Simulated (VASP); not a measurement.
Here is a VASP 6.6.1 calculation.

The input INCAR:

```
SYSTEM = Cu
PREC = Accurate
ENCUT = 600
EDIFF = 1E-6
ISMEAR = -1
SIGMA = 0.1
LREAL = .False.
LASPH = .True.
NELM = 120
ALGO = Normal
ISIF = 2
LWAVE = .False.
LCHARG = .True.
GGA = CA
LELF = .True.
LVHAR = .True.
NBANDS = 12
GGA_COMPAT = .False.
```

The input KPOINTS:

```
regular mesh
0
Gamma
  11 11 11
  0 0 0
```

The input POSCAR:

```
Cu
1.0
    0.0000000000      1.7887150000      1.7887150000
    1.7887150000      0.0000000000      1.7887150000
    1.7887150000      1.7887150000      0.0000000000
Cu
1
Direct
    0.0000000000      0.0000000000      0.0000000000
```

Potentials or basis: VASP PAW LDA potentials, release 64 (Cu).

Run with:

```console
$ cat potpaw_LDA.64/Cu/POTCAR > POTCAR
$ mpirun -np 1 vasp_std > vasp.out
```

(1) What does it give for the pressure?

## Answers

(1) -7.7 GPa.
